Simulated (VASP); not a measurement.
Write the native input for VASP 6.6.1 that does the following.

```
Task                   : single point
Functional             : PBE
Potentials or basis    : VASP PAW PBE potentials, release 64 (Si, C)
Cutoff                 : 520 eV
k mesh                 : 12 × 12 × 6
Occupations            : gaussian, width 0.05 eV
Spin                   : no spin polarisation
Dipole correction      : no
Further INCAR settings : ALGO = Normal; EDIFF = 1e-06; NBANDS = 16
```

The structure of SiC lies in POSCAR:

```
SiC
1.0
    3.0137421920      0.0000000000      0.0000000000
   -1.5068710960      2.6099772987      0.0000000000
    0.0000000000      0.0000000000      5.3409539127
Si C
2 2
Direct
    0.3333333333      0.6666666667      0.0045639005
    0.6666666667      0.3333333333      0.5045639005
    0.3333333333      0.6666666667      0.3506168194
    0.6666666667      0.3333333333      0.8506168194
```

This cell differs from its parent crystal: c/a of the conventional cell at fixed volume 1.7722.

These files were run (other wordings do the same):

INCAR

```
SYSTEM = SiC
PREC = Accurate
ENCUT = 520
EDIFF = 1E-6
ISMEAR = 0
SIGMA = 0.05
LREAL = .False.
LASPH = .True.
NELM = 80
ALGO = Normal
ISIF = 2
LWAVE = .False.
LCHARG = .False.
GGA = PE
NBANDS = 16
```

KPOINTS

```
regular mesh
0
Gamma
  12 12 6
  0 0 0
```

Potentials or basis: VASP PAW PBE potentials, release 64 (Si, C).

Command:

```bash
$ cat potpaw_PBE.64/Si/POTCAR potpaw_PBE.64/C/POTCAR > POTCAR
$ mpirun -np 1 vasp_std > vasp.out
```

Results of the run:

The pressure is -0.7 GPa, the largest force is 2.421 eV/Å and the band gap on the k mesh is 0.74 eV, indirect (least direct gap 3.59 eV).

Caveat: forces of over 1 eV/Å act on the atoms, so gaps and moduli don't describe the material at rest.

Run time: 78 s on 1 thread of AMD EPYC 7R43 64-Core Processor (Zen 3) (shared host), peak memory 0.14 GiB.
